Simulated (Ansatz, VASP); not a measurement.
**GaSb: VASP beside Ansatz**

Contents of INCAR:

```
SYSTEM = GaSb
PREC = Accurate
ENCUT = 520
EDIFF = 1E-6
ISMEAR = 0
SIGMA = 0.1
LREAL = .False.
LASPH = .True.
NELM = 80
ALGO = Normal
ISIF = 2
LWAVE = .False.
LCHARG = .False.
GGA = CA
NBANDS = 16
```

File KPOINTS:

```
regular mesh
0
Gamma
  10 10 10
  0 0 0
```

File POSCAR:

```
GaSb
1.0
    0.0000000000      3.0250827920      3.0250827920
    3.0250827920      0.0000000000      3.0250827920
    3.0250827920      3.0250827920      0.0000000000
Ga Sb
1 1
Direct
    1.0000000000      0.0000000000      0.0000000000
    0.2500000000      0.2500000000      0.2500000000
```

Input for Ansatz:

```yaml
crystal:
  lattice:
    - [0.0, 3.025082792, 3.025082792]
    - [3.025082792, 0.0, 3.025082792]
    - [3.025082792, 3.025082792, 0.0]
  atoms:
    - { symbol: Ga, position: [1.0, 0.0, 0.0] }
    - { symbol: Sb, position: [0.25, 0.25, 0.25] }
basis:
  ecutwfc: 420
kpoints:
  mp_grid: { grid: [10, 10, 10] }
scf:
  occupations: { method: gaussian, width: 0.1 }
  n_extra_bands: 4
hamiltonian:
  xc: lda
  pseudopotentials: { kind: paw, azcp: { folder: soft_1 } }
output:
  eigenvalues: true
  forces: true
  stress: true
```

Alike in both runs: task single point; functional LDA; k mesh 10 × 10 × 10; occupations gaussian, width 0.1 eV; no spin polarisation.

|  | VASP | Ansatz |
| --- | --- | --- |
| version | VASP 6.6.1 | Ansatz 0.2.0 |
| potentials or method | VASP PAW LDA potentials, release 64 (Ga_d, Sb), cutoff 520 eV | plane-wave PAW, scalar-relativistic |
| valence electrons in the cell | 18 | 28 |

```tsv
	VASP	Ansatz	Ansatz less VASP
pressure (GPa)	0.1	0.0	-0.19
```

Ansatz warns that its potentials were made for another functional, while VASP's fit it. LDA's correlation is that of Perdew and Zunger in VASP and of Perdew and Wang (1992) in Ansatz. VASP's potentials hold 18 valence electrons a cell and Ansatz's 28, so a difference there can come from the potentials and not from the codes.

Spin-orbit coupling is off throughout.
